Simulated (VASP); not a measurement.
# TaN (Fm-3m) in VASP: further runs

Aim: see how the results for TaN move with the level of theory and the settings. Levels: PBEsol+D3(BJ), BLYP+D3(BJ). Tasks: single point.

Everything below comes from runs of VASP 6.6.1. Logs are shortened: lines on timing, memory, paths and dates and some standing lists are left out, and cuts for length are marked.

### 1 The cell of the first run

It takes space group Fm-3m (No. 225, cubic). Conventional cell: a = 4.509 Å, b = 4.509 Å, c = 4.509 Å, α = 90.00°, β = 90.00°, γ = 90.00°. Within 3.0 Å of Ta (site symmetry m-3m) lie 6 N at 2.25 Å. Within 3.0 Å of N (site symmetry m-3m) lie 6 Ta at 2.25 Å.

### 2 Single point, PBEsol+D3(BJ)

File INCAR:

```
ALGO = Normal
EDIFF = 1E-6
ENCUT = 600
GGA = PS
GGA_COMPAT = F
ISIF = 2
ISMEAR = -1
IVDW = 12
LASPH = T
LCHARG = F
LREAL = F
LWAVE = F
NBANDS = 15
NELM = 120
PREC = Accurate
SIGMA = 0.05
```

File KPOINTS:

```
k-points
0
Gamma
  10 10 10
```

File POSCAR:

```
TaN
1.0
    0.0000000000      2.2546932853      2.2546932853
    2.2546932853      0.0000000000      2.2546932853
    2.2546932853      2.2546932853      0.0000000000
Ta N
1 1
Direct
    0.5000000000      0.5000000000      0.5000000000
    0.0000000000      0.0000000000      0.0000000000
```

Potentials or basis: VASP PAW PBE potentials, release 64 (Ta_pv, N).

Started as:

```console
$ cat potpaw_PBE.64/Ta_pv/POTCAR potpaw_PBE.64/N/POTCAR > POTCAR
$ mpirun -np 1 vasp_std > vasp.out
```

OUTCAR:

```text
EDIFF = 1E-6
   ENCUT = 600
   GGA = PS
   ISIF = 2
   ISMEAR = -1
   IVDW = 12
   LASPH = T
   LREAL = F
   NELM = 120
   PREC = Accurate
 IVDW          = 12

 ion  position               nearest neighbor table
   1  0.500  0.500  0.500-   2 2.25   2 2.25   2 2.25   2 2.25   2 2.25   2 2.25
   2  0.000  0.000  0.000-   1 2.25   1 2.25   1 2.25   1 2.25   1 2.25   1 2.25

  LATTYP: Found a face centered cubic cell.
 ALAT       =     4.5093865706

  Lattice vectors:

 A1 = (   0.0000000000,   2.2546932853,   2.2546932853)
 A2 = (   2.2546932853,   0.0000000000,   2.2546932853)
 A3 = (   2.2546932853,   2.2546932853,   0.0000000000)

Analysis of symmetry for initial positions (statically):
=====================================================================
 Subroutine PRICEL returns:
 Original cell was already a primitive cell.

 Routine SETGRP: Setting up the symmetry group for a
 face centered cubic supercell.

 Subroutine GETGRP returns: Found 48 space group operations
 (whereof 48 operations were pure point group operations)
 out of a pool of 48 trial point group operations.

The static configuration has the point symmetry O_h .

Analysis of symmetry for dynamics (positions and initial velocities):
=====================================================================
 Subroutine PRICEL returns:
 Original cell was already a primitive cell.

 Routine SETGRP: Setting up the symmetry group for a
 face centered cubic supercell.

 Subroutine GETGRP returns: Found 48 space group operations
 (whereof 48 operations were pure point group operations)
 out of a pool of 48 trial point group operations.

The dynamic configuration has the point symmetry O_h .

 Subroutine INISYM returns: Found 48 space group operations
 (whereof 48 operations are pure point group operations),
 and found     1 'primitive' translations

----------------------------------------------------------------------------------------

                                     Primitive cell

  volume of cell :      22.9241

  direct lattice vectors                    reciprocal lattice vectors
     0.000000000  2.254693285  2.254693285    -0.221759653  0.221759653  0.221759653
     2.254693285  0.000000000  2.254693285     0.221759653 -0.221759653  0.221759653
     2.254693285  2.254693285  0.000000000     0.221759653  0.221759653 -0.221759653

  length of vectors
     3.188617823  3.188617823  3.188617823     0.384098986  0.384098986  0.384098986

  position of ions in fractional coordinates (direct lattice)
[... 90 lines left out ...]
   NELECT =      16.0000    total number of electrons
   NUPDOWN=      -1.0000    fix difference up-down
   EMIN   =  10.00;   EMAX   =-10.00  energy-range for DOS
   EFERMI =   0.00;   METHOD = LEGACY
   ISMEAR =    -1;   SIGMA  =   0.05  broadening in eV -4-tet -1-fermi 0-gaus
   EFERMI_NEDOS =   21; number of points for ismear=-14 and -15
   IALGO  =     38    algorithm
   IMIX   =      4    mixing-type and parameters
     AMIX     =   0.40;   BMIX     =  1.00
     AMIX_MAG =   1.60;   BMIX_MAG =  1.00
  volume/ion in A,a.u.               =      11.46        77.35
  Fermi-wavevector in a.u.,A,eV,Ry     =   1.452170  2.744203 28.691921  2.108797
  Thomas-Fermi vector in A             =   2.569583
   LORBIT       =      0    0 simple, 1 ext, 2 COOP (PROOUT), +10 PAW based schemes
   GGA     = PS    functional components
   LHFCALC =     F    Hartree Fock is set to
   AEXX    =    0.0000 exact exchange contribution
   IVDW    =    12    specifies the selected vdW correction
   LEPSILON=     F    determine dielectric tensor
   LRPA    =     F    only Hartree local field effects (RPA)
 non-spin polarized calculation
  energy-cutoff  :      600.00
  volume of cell :       22.92
 maximum number of plane-waves:       785
 NGX is ok and might be reduce to    28
   NGX = 13   NGY = 13   NGZ = 13

 number of electron      16.0000002 magnetization

 Free energy of the ion-electron system (eV)
  ---------------------------------------------------
  ext. energy  EPLUGINS =         0.00000000
  ---------------------------------------------------
  free energy    TOTEN  =       -23.06303327 eV

  energy without entropy =      -23.05632187  energy(sigma->0) =      -23.05967757

 E-fermi :   8.5632     XC(G=0): -13.1802

 val. band max:        8.5436821768   @ k =   0.0000   0.0000   0.0000
 cond. band min:       8.6012547726   @ k =  -0.3000   0.3000   0.1000
 fundamental gap:      0.0575725958
 Fermi energy:         8.5632421779

 k-point     1 :       0.0000    0.0000    0.0000
  band No.  band energies     occupation
      1     -27.3189      2.00000
      2     -27.3189      2.00000
      3     -27.3189      2.00000
      4      -9.6409      2.00000
      5       4.9715      2.00000
      6       4.9715      2.00000
      7       4.9715      2.00000
      8       6.6082      2.00000
      9       6.6082      2.00000
     10       6.6082      2.00000
     11       8.5437      1.19314
     12       8.5437      1.19314
     13       9.4664      0.00000
     14      17.8836      0.00000
[... 401 lines left out ...]
      2     -27.5039      2.00000
      3     -27.4846      2.00000
      4      -8.1883      2.00000
      5       0.9678      2.00000
      6       3.0150      2.00000
      7       3.6252      2.00000
      8       4.9678      2.00000
      9      10.4500      0.00000
     10      11.1456      0.00000
     11      11.2195      0.00000
     12      11.8059      0.00000
     13      16.1589      0.00000
     14      18.3366      0.00000
     15      20.7339      0.00000

 [... further k-points ...]

------------------------ aborting loop because EDIFF is reached ----------------------------------------

 Edisp (eV)   -0.86393

 E8    (eV) :    -0.5999

  FORCE on cell =-STRESS in cart. coord.  units (eV):
  Direction    XX          YY          ZZ          XY          YZ          ZX
  --------------------------------------------------------------------------------------
  -------------------------------------------------------------------------------------
  Total      -4.58610    -4.58610    -4.58610    -0.00000    -0.00000    -0.00000
  in kB    -320.52511  -320.52511  -320.52511    -0.00000    -0.00000    -0.00000
  external pressure =     -320.53 kB  Pullay stress =        0.00 kB

 VOLUME and BASIS-vectors are now :
 -----------------------------------------------------------------------------
  energy-cutoff  :      600.00
  volume of cell :       22.92
      direct lattice vectors                 reciprocal lattice vectors
     0.000000000  2.254693285  2.254693285    -0.221759653  0.221759653  0.221759653
     2.254693285  0.000000000  2.254693285     0.221759653 -0.221759653  0.221759653
     2.254693285  2.254693285  0.000000000     0.221759653  0.221759653 -0.221759653

 POSITION                                       TOTAL-FORCE (eV/Angst)
 -----------------------------------------------------------------------------------
      2.25469      2.25469      2.25469        -0.000000      0.000000      0.000000
      0.00000      0.00000      0.00000         0.000000     -0.000000     -0.000000
 -----------------------------------------------------------------------------------
    total drift:                                0.000000      0.000000      0.000000

  FREE ENERGIE OF THE ION-ELECTRON SYSTEM (eV)
  ---------------------------------------------------
  free  energy   TOTEN  =       -23.9269658881 eV

  energy  without entropy=      -23.9202544868  energy(sigma->0) =      -23.92361019
```

Wall time 15 s (1 thread of AMD EPYC 9R45 (Zen 5), shared host); peak memory 0.15 GiB.

What came out:

```
Free energy                : -23.9270 eV
Pressure                   : -32.1 GPa
Band gap on the k mesh     : zero (band 8 reaches 10.22 eV, above the bottom of band 9 at 6.61 eV)
Dispersion energy per atom : -0.432 eV
```

Levels at points of the mesh, in eV from the Fermi level:
```csv
k point,band 6,band 7,band 8,band 9,band 10,band 11
"(0.00, 0.00, 0.00)",-3.59,-3.59,-1.96,-1.96,-1.96,-0.02
"(0.50, 0.00, 0.00)",-7.07,-7.07,1.65,1.65,1.75,3.54
"(0.50, 0.50, 0.00)",-5.02,-4.44,-4.44,1.82,3.12,3.12
```

Caveat: the PAW data sets were made with another functional, which shifts forces and pressure a little; spin-orbit coupling is left out, which moves the levels of the heavy elements; pairwise dispersion overbinds metals, which lowers pressure and volume.

### 3 Single point, BLYP+D3(BJ)

This run uses another cell than the first one, of 11.03 Å³/atom, 0.962 times its volume.

File INCAR:

```
SYSTEM = TaN
PREC     = Accurate       ! precision mode
ENCUT    = 600            ! plane-wave cutoff, eV
EDIFF    = 1E-6           ! SCF threshold, eV
ISMEAR   = -1             ! smearing method
SIGMA    = 0.05           ! smearing width, eV
LREAL    = .FALSE.        ! projectors in reciprocal space
LASPH    = .TRUE.         ! aspherical terms in the spheres
NELM     = 120            ! most SCF steps
ALGO     = Normal         ! electronic algorithm
ISIF     = 2              ! what is computed and relaxed
LWAVE    = .FALSE.        ! write WAVECAR
LCHARG   = .FALSE.        ! write CHGCAR
GGA      = B5             ! functional
ALDAX    = 1.0          
AGGAX    = 1.0          
AGGAC    = 1.0          
ALDAC    = 0.0          
IVDW     = 12             ! dispersion correction
VDW_S6   = 1.0          
VDW_S8   = 2.6996       
VDW_A1   = 0.4298       
VDW_A2   = 4.2359       
NBANDS   = 15             ! bands
GGA_COMPAT= .FALSE.
```

File KPOINTS:

```
regular mesh
0
G
  10 10 10
  0 0 0
```

File POSCAR:

```
TaN
1.0
    0.0000000000      2.2259679500      2.2259679500
    2.2259679500      0.0000000000      2.2259679500
    2.2259679500      2.2259679500      0.0000000000
Ta N
1 1
Direct
    0.5000000000      0.5000000000      0.5000000000
    0.0000000000      0.0000000000      0.0000000000
```

Potentials or basis: VASP PAW PBE potentials, release 64 (Ta_pv, N).

Started as:

```console
$ cat potpaw_PBE.64/Ta_pv/POTCAR potpaw_PBE.64/N/POTCAR > POTCAR
$ mpirun -np 1 vasp_std > vasp.out
```

OUTCAR:

```text
SYSTEM = TaN
   PREC = Accurate
   ENCUT = 600
   EDIFF = 1E-6
   ISMEAR = -1
   LREAL = .FALSE.
   LASPH = .TRUE.
   NELM = 120
   ISIF = 2
   GGA = B5
   IVDW = 12
 IVDW          = 12

 ion  position               nearest neighbor table
   1  0.500  0.500  0.500-   2 2.23   2 2.23   2 2.23   2 2.23   2 2.23   2 2.23
   2  0.000  0.000  0.000-   1 2.23   1 2.23   1 2.23   1 2.23   1 2.23   1 2.23

  LATTYP: Found a face centered cubic cell.
 ALAT       =     4.4519359000

  Lattice vectors:

 A1 = (   0.0000000000,   2.2259679500,   2.2259679500)
 A2 = (   2.2259679500,   0.0000000000,   2.2259679500)
 A3 = (   2.2259679500,   2.2259679500,   0.0000000000)

Analysis of symmetry for initial positions (statically):
=====================================================================
 Subroutine PRICEL returns:
 Original cell was already a primitive cell.

 Routine SETGRP: Setting up the symmetry group for a
 face centered cubic supercell.

 Subroutine GETGRP returns: Found 48 space group operations
 (whereof 48 operations were pure point group operations)
 out of a pool of 48 trial point group operations.

The static configuration has the point symmetry O_h .

Analysis of symmetry for dynamics (positions and initial velocities):
=====================================================================
 Subroutine PRICEL returns:
 Original cell was already a primitive cell.

 Routine SETGRP: Setting up the symmetry group for a
 face centered cubic supercell.

 Subroutine GETGRP returns: Found 48 space group operations
 (whereof 48 operations were pure point group operations)
 out of a pool of 48 trial point group operations.

The dynamic configuration has the point symmetry O_h .

 Subroutine INISYM returns: Found 48 space group operations
 (whereof 48 operations are pure point group operations),
 and found     1 'primitive' translations

----------------------------------------------------------------------------------------

                                     Primitive cell

  volume of cell :      22.0590

  direct lattice vectors                    reciprocal lattice vectors
     0.000000000  2.225967950  2.225967950    -0.224621383  0.224621383  0.224621383
     2.225967950  0.000000000  2.225967950     0.224621383 -0.224621383  0.224621383
     2.225967950  2.225967950  0.000000000     0.224621383  0.224621383 -0.224621383

  length of vectors
     3.147994064  3.147994064  3.147994064     0.389055648  0.389055648  0.389055648

  position of ions in fractional coordinates (direct lattice)
     0.500000000  0.500000000  0.500000000
     0.000000000  0.000000000  0.000000000

  ion indices of the primitive-cell ions
   primitive index   ion index
                 1           1
                 2           2

----------------------------------------------------------------------------------------

 KPOINTS: regular mesh

Automatic generation of k-mesh.
 Grid dimensions read from file:
 generate k-points for:   10   10   10

 Generating k-lattice:

  Cartesian coordinates                     Fractional coordinates (reciprocal lattice)
[... 39 lines left out ...]
  0.300000  0.300000  0.000000      6.000000
  0.400000  0.300000  0.000000     24.000000
 [... further k-points ...]
   k-points           NKPTS =     47   k-points in BZ     NKDIM =     47   number of bands    NBANDS=     15
   number of dos      NEDOS =    301   number of ions     NIONS =      2
   total plane-waves  NPLWV =  21952
   dimension x,y,z NGX =    28 NGY =   28 NGZ =   28
   dimension x,y,z NGXF=    56 NGYF=   56 NGZF=   56
   ions per type =               1   1
   NGX,Y,Z   is equivalent  to a cutoff of  14.79, 14.79, 14.79 a.u.
   NGXF,Y,Z  is equivalent  to a cutoff of  29.57, 29.57, 29.57 a.u.
 SYSTEM =  TaN
   PREC   = accura    normal or accurate (medium, high low for compatibility)
   ISTART =      0    job   : 0-new  1-cont  2-samecut
   ICHARG =      2    charge: 1-file 2-atom 10-const
   ISPIN  =      1    spin polarized calculation?
   LNONCOLLINEAR =      F non collinear calculations
   LSORBIT =      F    spin-orbit coupling
   LASPH  =      T    aspherical Exc in radial PAW
   ENCUT  =  600.0 eV  44.10 Ry    6.64 a.u.   6.29  6.29  6.29*2*pi/ulx,y,z
   NELM   =    120;   NELMIN=  2; NELMDL= -5     # of ELM steps
   EDIFF  = 0.1E-05   stopping-criterion for ELM
   LREAL  =      F    real-space projection
   EDIFFG = 0.1E-04   stopping-criterion for IOM
   NSW    =      0    number of steps for IOM
   IBRION =     -1    ionic relax: 0-MD 1-quasi-New 2-CG
   NFREE  =      0    steps in history (QN), initial steepest desc. (CG)
   ISIF   =      2    stress and relaxation
   ISYM   =      2    0-nonsym 1-usesym 2-fastsym
   POTIM  = 0.5000    time-step for ionic-motion
   TEBEG  =    0.0;   TEEND  =   0.0 temperature during run
   PSTRESS=    0.0 pullay stress
   NELECT =      16.0000    total number of electrons
   NUPDOWN=      -1.0000    fix difference up-down
   EMIN   =  10.00;   EMAX   =-10.00  energy-range for DOS
   EFERMI =   0.00;   METHOD = LEGACY
   ISMEAR =    -1;   SIGMA  =   0.05  broadening in eV -4-tet -1-fermi 0-gaus
   EFERMI_NEDOS =   21; number of points for ismear=-14 and -15
   IALGO  =     38    algorithm
   IMIX   =      4    mixing-type and parameters
     AMIX     =   0.40;   BMIX     =  1.00
     AMIX_MAG =   1.60;   BMIX_MAG =  1.00
  volume/ion in A,a.u.               =      11.03        74.43
  Fermi-wavevector in a.u.,A,eV,Ry     =   1.470909  2.779616 29.437217  2.163574
  Thomas-Fermi vector in A             =   2.586109
   LORBIT       =      0    0 simple, 1 ext, 2 COOP (PROOUT), +10 PAW based schemes
   GGA     = B5    functional components
   LHFCALC =     F    Hartree Fock is set to
   AEXX    =    0.0000 exact exchange contribution
   IVDW    =    12    specifies the selected vdW correction
   LEPSILON=     F    determine dielectric tensor
   LRPA    =     F    only Hartree local field effects (RPA)
 non-spin polarized calculation
  energy-cutoff  :      600.00
  volume of cell :       22.06
 maximum number of plane-waves:       754
 NGX is ok and might be reduce to    28
   NGX = 13   NGY = 13   NGZ = 13

 number of electron      15.9999999 magnetization

 Free energy of the ion-electron system (eV)
  ---------------------------------------------------
  ext. energy  EPLUGINS =         0.00000000
  ---------------------------------------------------
  free energy    TOTEN  =       -19.85392338 eV

  energy without entropy =      -19.84706126  energy(sigma->0) =      -19.85049232

 E-fermi :   9.6608     XC(G=0): -12.5439

 val. band max:        9.5824675876   @ k =  -0.2000   0.2000   0.0000
 cond. band min:       9.6864020112   @ k =   0.0000   0.0000   0.0000
 fundamental gap:      0.1039344235
 Fermi energy:         9.6608450142

 k-point     1 :       0.0000    0.0000    0.0000
  band No.  band energies     occupation
      1     -26.1231      2.00000
      2     -26.1231      2.00000
      3     -26.1231      2.00000
      4      -8.7969      2.00000
      5       5.9161      2.00000
      6       5.9161      2.00000
      7       5.9161      2.00000
      8       7.6397      2.00000
      9       7.6397      2.00000
     10       7.6397      2.00000
     11       9.6864      0.74985
     12       9.6864      0.74983
     13      11.1172      0.00000
     14      19.5328      0.00000
[... 401 lines left out ...]
      2     -26.3354      2.00000
      3     -26.3132      2.00000
      4      -7.3593      2.00000
      5       2.0016      2.00000
      6       4.0084      2.00000
      7       4.5960      2.00000
      8       5.9842      2.00000
      9      11.6505      0.00000
     10      12.2897      0.00000
     11      12.3691      0.00000
     12      13.3109      0.00000
     13      17.6608      0.00000
     14      20.1661      0.00000
     15      21.2832      0.00000

 [... further k-points ...]

------------------------ aborting loop because EDIFF is reached ----------------------------------------

 Edisp (eV)   -2.11839

 E8    (eV) :    -1.5963

  FORCE on cell =-STRESS in cart. coord.  units (eV):
  Direction    XX          YY          ZZ          XY          YZ          ZX
  --------------------------------------------------------------------------------------
  -------------------------------------------------------------------------------------
  Total      -1.49727    -1.49727    -1.49727    -0.00000     0.00000     0.00000
  in kB    -108.74884  -108.74884  -108.74884    -0.00000     0.00000     0.00000
  external pressure =     -108.75 kB  Pullay stress =        0.00 kB

 VOLUME and BASIS-vectors are now :
 -----------------------------------------------------------------------------
  energy-cutoff  :      600.00
  volume of cell :       22.06
      direct lattice vectors                 reciprocal lattice vectors
     0.000000000  2.225967950  2.225967950    -0.224621383  0.224621383  0.224621383
     2.225967950  0.000000000  2.225967950     0.224621383 -0.224621383  0.224621383
     2.225967950  2.225967950  0.000000000     0.224621383  0.224621383 -0.224621383

 POSITION                                       TOTAL-FORCE (eV/Angst)
 -----------------------------------------------------------------------------------
      2.22597      2.22597      2.22597        -0.000000      0.000000     -0.000000
      0.00000      0.00000      0.00000         0.000000     -0.000000      0.000000
 -----------------------------------------------------------------------------------
    total drift:                                0.000000      0.000000      0.000000

  FREE ENERGIE OF THE ION-ELECTRON SYSTEM (eV)
  ---------------------------------------------------
  free  energy   TOTEN  =       -21.9723137225 eV

  energy  without entropy=      -21.9654516095  energy(sigma->0) =      -21.96888267
```

It took 20 s on 1 thread of AMD EPYC 9R45 (Zen 5), shared host; peak memory 0.14 GiB.

What came out:

* Free energy: -21.9723 eV
* Pressure: -10.9 GPa
* Band gap on the k mesh: zero (band 8 reaches 11.34 eV, above the bottom of band 9 at 7.64 eV)
* Dispersion energy per atom: -1.059 eV

Caveat: the PAW data sets were made with another functional, which shifts forces and pressure a little; spin-orbit coupling is left out, which moves the levels of the heavy elements; pairwise dispersion overbinds metals, which lowers pressure and volume.

(Continued in part 2 of 2.)
